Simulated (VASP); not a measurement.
Here is a VASP 6.6.1 calculation.

Contents of INCAR:

```
PREC = Accurate ; ENCUT = 520
EDIFF = 1E-6 ; ISMEAR = 0
SIGMA = 0.1 ; LREAL = False
LASPH = True ; NELM = 100
ALGO = Normal ; ISIF = 2
LWAVE = False ; LCHARG = True
GGA = PS ; LELF = True
LVHAR = True ; NBANDS = 16
```

The input KPOINTS:

```
Automatic mesh
0
Gamma
  9 9 6
```

The input POSCAR:

```
C
1.0
    2.4986121394      0.0000000000      0.0000000000
   -1.2493060697      2.1638615869      0.0000000000
    0.0000000000      0.0000000000      4.1610155871
C
4
Direct
    0.3333333333      0.6666666667     -0.0001385515
    0.6666666667      0.3333333333      0.4998614485
    0.3333333333      0.6666666667      0.3741385515
    0.6666666667      0.3333333333      0.8741385515
```

Potentials or basis: VASP PAW PBE potentials, release 64 (C).

Run with:

```console
$ cat potpaw_PBE.64/C/POTCAR > POTCAR
$ mpirun -np 1 vasp_std > vasp.out
```

Question: Predict the pressure.

Answer: 1.1 GPa.

Question: What does it give for the band gap on the k mesh?

Answer: 3.03 eV, indirect (least direct gap 4.92 eV).

Forces in eV/Å, atoms in the order of the input:
```
C    0.000  0.000 -0.013
C    0.000  0.000 -0.013
C    0.000  0.000  0.013
C    0.000  0.000  0.013
```

Caveat: the PAW data sets were made with another functional, which shifts forces and pressure a little. A k mesh can miss the band edges.
